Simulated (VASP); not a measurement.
# Na2PdF6 in VASP: single point with PBE

Aim: the single point of Na2PdF6 with PBE.

All numbers are computed with VASP 6.6.1; they aren't measurements. Logs are shortened: lines on timing, memory, paths and dates and some standing lists are left out, and cuts for length are marked.

### Step 1. The cell of the first run

The typed cell holds 9 atoms: a = 5.296 Å, b = 5.296 Å, c = 4.323 Å, α = 90.00°, β = 90.00°, γ = 120.00°.

### Step 2. Single point, PBE

The input, INCAR:

```
PREC = Accurate
ENCUT = 520
EDIFF = 1E-6
ISMEAR = 0
SIGMA = 0.1383
LREAL = False
LASPH = True
NELM = 80
ALGO = Normal
ISIF = 2
LWAVE = False
LCHARG = False
GGA = PE
NBANDS = 43
```

The input, KPOINTS:

```
regular mesh
0
Gamma
  4 4 4
```

The input, POSCAR:

```
Na2PdF6
1.0
    5.2959110000      0.0000000000      0.0000000000
   -2.6479560000      4.5863960000      0.0000000000
    0.0000000000      0.0000000000      4.3232500000
F Pd Na
6 1 2
Direct
    0.1500000000      0.8500000000      0.2400000000
    0.1500000000      0.3000000000      0.2400000000
    0.7000000000      0.8500000000      0.2400000000
    0.8500000000      0.1500000000      0.7600000000
    0.3000000000      0.1500000000      0.7600000000
    0.8500000000      0.7000000000      0.7600000000
    0.0000000000      0.0000000000      0.0000000000
    0.6667000000      0.3333000000      0.7000000000
    0.3333000000      0.6667000000      0.3000000000
```

Potentials or basis: VASP PAW PBE potentials, release 64 (F, Pd, Na_pv).

Started as:

```
$ cat potpaw_PBE.64/F/POTCAR potpaw_PBE.64/Pd/POTCAR potpaw_PBE.64/Na_pv/POTCAR > POTCAR
$ mpirun -np 1 vasp_std > vasp.out
```

OUTCAR:

```text
PREC = Accurate
   ENCUT = 520
   EDIFF = 1E-6
   ISMEAR = 0
   LREAL = False
   LASPH = True
   NELM = 80
   ISIF = 2
   GGA = PE

 ion  position               nearest neighbor table
   1  0.150  0.850  0.240-   9 1.70   7 1.72
   2  0.150  0.300  0.240-   9 1.70   7 1.72
   3  0.700  0.850  0.240-   9 1.70   7 1.72
   4  0.850  0.150  0.760-   8 1.70   7 1.72
   5  0.300  0.150  0.760-   8 1.70   7 1.72
   6  0.850  0.700  0.760-   8 1.70   7 1.72
   7  0.000  0.000  0.000-   3 1.72   5 1.72   4 1.72   1 1.72   2 1.72   6 1.72
   8  0.667  0.333  0.700-   4 1.70   5 1.70   6 1.70
   9  0.333  0.667  0.300-   1 1.70   3 1.70   2 1.70

  LATTYP: Found a hexagonal cell.
 ALAT       =     5.2959110000
 C/A-ratio  =     0.8163373591

  Lattice vectors:

 A1 = (   5.2959110000,   0.0000000000,   0.0000000000)
 A2 = (  -2.6479560000,   4.5863960000,   0.0000000000)
 A3 = (   0.0000000000,   0.0000000000,   4.3232500000)

Analysis of symmetry for initial positions (statically):
=====================================================================
 Subroutine PRICEL returns:
 Original cell was already a primitive cell.

 Routine SETGRP: Setting up the symmetry group for a
 hexagonal supercell.

 Subroutine GETGRP returns: Found  4 space group operations
 (whereof  4 operations were pure point group operations)
 out of a pool of 24 trial point group operations.

The static configuration has the point symmetry C_2h.

Analysis of symmetry for dynamics (positions and initial velocities):
=====================================================================
 Subroutine PRICEL returns:
 Original cell was already a primitive cell.

 Routine SETGRP: Setting up the symmetry group for a
 hexagonal supercell.

 Subroutine GETGRP returns: Found  4 space group operations
 (whereof  4 operations were pure point group operations)
 out of a pool of 24 trial point group operations.

The dynamic configuration has the point symmetry C_2h.

 Subroutine INISYM returns: Found  4 space group operations
 (whereof  4 operations are pure point group operations),
 and found     1 'primitive' translations

[... 107 lines left out ...]
   EDIFF  = 0.1E-05   stopping-criterion for ELM
   LREAL  =      F    real-space projection
   EDIFFG = 0.1E-04   stopping-criterion for IOM
   NSW    =      0    number of steps for IOM
   IBRION =     -1    ionic relax: 0-MD 1-quasi-New 2-CG
   NFREE  =      0    steps in history (QN), initial steepest desc. (CG)
   ISIF   =      2    stress and relaxation
   ISYM   =      2    0-nonsym 1-usesym 2-fastsym
   POTIM  = 0.5000    time-step for ionic-motion
   TEBEG  =    0.0;   TEEND  =   0.0 temperature during run
   PSTRESS=    0.0 pullay stress
   NELECT =      66.0000    total number of electrons
   NUPDOWN=      -1.0000    fix difference up-down
   EMIN   =  10.00;   EMAX   =-10.00  energy-range for DOS
   EFERMI =   0.00;   METHOD = LEGACY
   ISMEAR =     0;   SIGMA  =   0.14  broadening in eV -4-tet -1-fermi 0-gaus
   EFERMI_NEDOS =   21; number of points for ismear=-14 and -15
   IALGO  =     38    algorithm
   IMIX   =      4    mixing-type and parameters
     AMIX     =   0.40;   BMIX     =  1.00
     AMIX_MAG =   1.60;   BMIX_MAG =  1.00
  volume/ion in A,a.u.               =      11.67        78.74
  Fermi-wavevector in a.u.,A,eV,Ry     =   1.402325  2.650010 26.756059  1.966515
  Thomas-Fermi vector in A             =   2.525098
   LORBIT       =      0    0 simple, 1 ext, 2 COOP (PROOUT), +10 PAW based schemes
   GGA     = PE    functional components
   LHFCALC =     F    Hartree Fock is set to
   AEXX    =    0.0000 exact exchange contribution
   IVDW    =     0    specifies the selected vdW correction
   LEPSILON=     F    determine dielectric tensor
   LRPA    =     F    only Hartree local field effects (RPA)
 non-spin polarized calculation
 Gauss-broadening in eV      SIGMA  =   0.14
  energy-cutoff  :      520.00
  volume of cell :      105.01
 maximum number of plane-waves:      2846
   NGX = 19   NGY = 19   NGZ = 17

 number of electron      65.9999984 magnetization

 Free energy of the ion-electron system (eV)
  ---------------------------------------------------
  ext. energy  EPLUGINS =         0.00000000
  ---------------------------------------------------
  free energy    TOTEN  =       -25.95944086 eV

  energy without entropy =      -25.95944086  energy(sigma->0) =      -25.95944086

 E-fermi :   2.0145     XC(G=0):  -9.3661

 val. band max:        1.4001597901   @ k =   0.5000   0.0000   0.5000
 cond. band min:       5.1448666079   @ k =   0.5000   0.0000   0.5000
 fundamental gap:      3.7447068177
 Fermi energy:         2.0145189489

 k-point     1 :       0.0000    0.0000    0.0000
  band No.  band energies     occupation
      1     -22.6181      2.00000
      2     -22.5447      2.00000
      3     -22.5432      2.00000
      4     -22.2200      2.00000
      5     -22.2183      2.00000
      6     -21.4452      2.00000
[... 1093 lines left out ...]
     42      15.7454      0.00000
     43      16.3487      0.00000

------------------------ aborting loop because EDIFF is reached ----------------------------------------

  FORCE on cell =-STRESS in cart. coord.  units (eV):
  Direction    XX          YY          ZZ          XY          YZ          ZX
  --------------------------------------------------------------------------------------
  -------------------------------------------------------------------------------------
  Total       57.6650524     57.6392062     31.8501567     -0.0224450     -0.0034317      0.0059439
  in kB      879.8339082    879.4395552    485.9589419     -0.3424586     -0.0523590      0.0906899
  external PRESSURE =     748.4108018 kB  Pullay stress =       0.0000000 kB

 VOLUME and BASIS-vectors are now :
 -----------------------------------------------------------------------------
  energy-cutoff  :      520.00
  volume of cell :      105.01
      direct lattice vectors                 reciprocal lattice vectors
     5.295911000  0.000000000  0.000000000     0.188824925  0.109018082  0.000000000
    -2.647956000  4.586396000  0.000000000     0.000000000  0.218036122  0.000000000
     0.000000000  0.000000000  4.323250000     0.000000000  0.000000000  0.231307465

 POSITION                                       TOTAL-FORCE (eV/Angst)
 -----------------------------------------------------------------------------------
     -1.45638      3.89844      1.03758         0.532518     -0.307449      2.768866
     -0.00000      1.37592      1.03758         0.000654      0.628513      2.771614
      1.45638      3.89844      1.03758        -0.543981     -0.314823      2.771614
      4.10433      0.68796      3.28567        -0.532518      0.307449     -2.768866
      1.19158      0.68796      3.28567         0.543981      0.314823     -2.771614
      2.64796      3.21048      3.28567        -0.000654     -0.628513     -2.771614
      0.00000      0.00000      0.00000        -0.000000      0.000000     -0.000000
      2.64822      1.52865      3.02628        -0.011068      0.006390     -3.131138
     -0.00027      3.05775      1.29697         0.011068     -0.006390      3.131138
 -----------------------------------------------------------------------------------
    total drift:                                0.000000      0.000000     -0.000000

  FREE ENERGIE OF THE ION-ELECTRON SYSTEM (eV)
  ---------------------------------------------------
  free  energy   TOTEN  =       -25.9594408598 eV

  energy  without entropy=      -25.9594408598  energy(sigma->0) =      -25.95944086
```

OSZICAR:

```text
N       E                     dE             d eps       ncg     rms          rms(c)
DAV:   1     0.868214832543E+03    0.86821E+03   -0.35162E+04  2064   0.179E+03
DAV:   2     0.712040789167E+02   -0.79701E+03   -0.73694E+03  2278   0.508E+02
DAV:   3    -0.318594035451E+02   -0.10306E+03   -0.10143E+03  2240   0.194E+02
DAV:   4    -0.351561020666E+02   -0.32967E+01   -0.32872E+01  2305   0.370E+01
DAV:   5    -0.352284221805E+02   -0.72320E-01   -0.72294E-01  2385   0.572E+00    0.662E+01
DAV:   6    -0.260977877024E+02    0.91306E+01   -0.29422E+01  2369   0.437E+01    0.316E+01
DAV:   7    -0.260091896446E+02    0.88598E-01   -0.44411E+00  2186   0.150E+01    0.211E+01
DAV:   8    -0.259650305840E+02    0.44159E-01   -0.35006E-01  2351   0.645E+00    0.172E+00
DAV:   9    -0.259591456341E+02    0.58849E-02   -0.51956E-02  2725   0.228E+00    0.758E-01
DAV:  10    -0.259592704386E+02   -0.12480E-03   -0.99564E-03  2467   0.117E+00    0.382E-01
DAV:  11    -0.259592410831E+02    0.29356E-04   -0.21354E-03  2634   0.397E-01    0.184E-01
DAV:  12    -0.259594376641E+02   -0.19658E-03   -0.19099E-04  2174   0.969E-02    0.981E-02
DAV:  13    -0.259594394938E+02   -0.18297E-05   -0.12784E-05  2360   0.237E-02    0.183E-02
DAV:  14    -0.259594406234E+02   -0.11296E-05   -0.19474E-06  1591   0.173E-02    0.931E-03
DAV:  15    -0.259594408598E+02   -0.23639E-06   -0.92641E-07  1537   0.792E-03
   1 F= -.25959441E+02 E0= -.25959441E+02  d E =-.282944E-10
```

stdout:

```text
POSCAR found type information on POSCAR F PdNa
 POSCAR found :  3 types and       9 ions
 scaLAPACK will be used
 LDA part: xc-table for (Slater+PW92), standard interpolation
 POSCAR, INCAR and KPOINTS ok, starting setup
 FFT: planning ... GRIDC
 FFT: planning ... GRID_SOFT
 FFT: planning ... GRID
 WAVECAR not read
 entering main loop
```

Run time: 1.8 min. Hardware: 1 thread of AMD EPYC 7R43 (Zen 3), shared host; peak memory 0.23 GiB.

What came out:

| Property | Result |
| --- | --- |
| Free energy | -25.9594 eV |
| Pressure | 74.8 GPa |
| Largest force | 3.131 eV/Å |
| Band gap on the k mesh | 3.74 eV |

Forces in eV/Å, atoms in the order of the input:
```
F    0.533 -0.307  2.769
F    0.001  0.629  2.772
F   -0.544 -0.315  2.772
F   -0.533  0.307 -2.769
F    0.544  0.315 -2.772
F   -0.001 -0.629 -2.772
Pd   0.000  0.000  0.000
Na  -0.011  0.006 -3.131
Na   0.011 -0.006  3.131
```

Caveat: the cell stands under pressure; forces of over 1 eV/Å act on the atoms, so gaps and moduli don't describe the material at rest.
